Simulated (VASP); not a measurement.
## CuSi16 (a cell with a defect): single point with PBEsol

The system is CuSi16 (a cell with a defect).

```
Si Cu
1.0
     0.00000    5.43000    5.43000
     5.43000    0.00000    5.43000
     5.43000    5.43000    0.00000
Si Cu
16 1
Direct
  0.00746 0.98238 0.00634
  0.12676 0.11602 0.12571
  0.00927 0.99847 0.49875
  0.14292 0.11779 0.61808
  0.99041 0.48908 0.98936
  0.11405 0.61273 0.11301
  0.00747 0.50606 0.48266
  0.12675 0.62543 0.61630
  0.49981 0.99848 0.00821
  0.61916 0.11776 0.14187
  0.51254 0.01122 0.51149
  0.63620 0.13486 0.63514
  0.48369 0.50611 0.00640
  0.61735 0.62543 0.12570
  0.49980 0.50793 0.49876
  0.61915 0.64160 0.61804
  0.81314 0.31185 0.81212
```

```
Program                : VASP 6.6.1
Task                   : single point
Functional             : PBEsol
Potentials or basis    : VASP PAW PBE potentials, release 64 (Si, Cu)
Cutoff                 : 520 eV
k mesh                 : 2 × 2 × 2
Occupations            : fermi-dirac, width 0.02 eV
Spin                   : collinear spin
Starting moments       : [0.0, 0.0, 0.0, 0.0, 0.0, 0.0, 0.0, 0.0, 0.0, 0.0, 0.0, 0.0, 0.0, 0.0, 0.0, 0.0, 1.0] μB
Dipole correction      : no
Further INCAR settings : LREAL = Auto; ALGO = Normal; EDIFF = 1e-07; NBANDS = 56
```

```
Pressure                                              : 2.3 GPa
Largest force                                         : 0.027 eV/Å
Net moment                                            : 0.00 μB per cell
Valence electrons inside the program's atomic spheres : Si 1.69, 1.70 (each value once); Cu 10.20
```

Forces in eV/Å, atoms in the order of the input:
```
Si  -0.003  0.016 -0.005
Si  -0.002 -0.001  0.000
Si   0.000  0.000  0.001
Si  -0.015  0.003  0.003
Si   0.011  0.009  0.010
Si  -0.015 -0.014 -0.014
Si  -0.003 -0.005  0.016
Si  -0.002  0.000 -0.001
Si   0.001  0.001  0.000
Si   0.004  0.001 -0.014
Si   0.015  0.016  0.015
Si  -0.008 -0.009 -0.009
Si   0.013 -0.003 -0.002
Si  -0.001 -0.001 -0.001
Si   0.001 -0.001  0.001
Si   0.003 -0.013  0.002
Cu   0.000  0.000  0.000
```

Stress tensor (GPa, compression positive):
```
2.35 0.33 0.33
0.33 2.35 0.33
0.33 0.33 2.35
```

Levels at points of the mesh, in eV from the Fermi level:
Spin up:
```
           k point  band 34  band 35  band 36  band 37  band 38  band 39  band 40  band 41
(0.00, 0.00, 0.00)    -1.60    -0.96    -0.68    -0.51    -0.41    -0.41    -0.04    -0.04
(0.50, 0.00, 0.00)    -1.51    -1.47    -1.35    -1.17     0.12     0.48     0.53     0.73
(0.00, 0.50, 0.00)    -1.51    -1.47    -1.35    -1.17     0.12     0.48     0.53     0.73
(0.00, 0.00, 0.50)    -1.51    -1.47    -1.35    -1.17     0.12     0.48     0.53     0.73
(0.50, 0.50, 0.50)    -1.37    -1.37    -0.96    -0.96     0.02     0.43     0.91     0.91
(0.50, 0.50, 0.00)    -2.13    -1.94    -1.91    -1.61     0.17     0.27     1.35     1.53
(0.00, 0.50, 0.50)    -2.13    -1.94    -1.91    -1.61     0.17     0.27     1.35     1.53
(0.50, 0.00, 0.50)    -2.13    -1.94    -1.91    -1.61     0.17     0.27     1.35     1.53
```
Spin down:
| k point | band 35 | band 36 | band 37 | band 38 | band 39 | band 40 |
| --- | --- | --- | --- | --- | --- | --- |
| (0.00, 0.00, 0.00) | -0.96 | -0.68 | -0.51 | -0.41 | -0.41 | -0.04 |
| (0.50, 0.00, 0.00) | -1.47 | -1.35 | -1.17 | 0.12 | 0.48 | 0.53 |
| (0.00, 0.50, 0.00) | -1.47 | -1.35 | -1.17 | 0.12 | 0.48 | 0.53 |
| (0.00, 0.00, 0.50) | -1.47 | -1.35 | -1.17 | 0.12 | 0.48 | 0.53 |
| (0.50, 0.50, 0.50) | -1.37 | -0.96 | -0.96 | 0.02 | 0.43 | 0.91 |
| (0.50, 0.50, 0.00) | -1.94 | -1.91 | -1.61 | 0.17 | 0.27 | 1.35 |
| (0.00, 0.50, 0.50) | -1.94 | -1.91 | -1.61 | 0.17 | 0.27 | 1.35 |
| (0.50, 0.00, 0.50) | -1.94 | -1.91 | -1.61 | 0.17 | 0.27 | 1.35 |

Wall time 13 min on 1 thread of AMD EPYC 9R45 96-Core Processor (Zen 5) (shared host), peak memory 0.69 GiB.

Caveat: the k points lie up to 0.50 Å⁻¹ apart; the PAW data sets were made with another functional, which shifts forces and pressure a little.
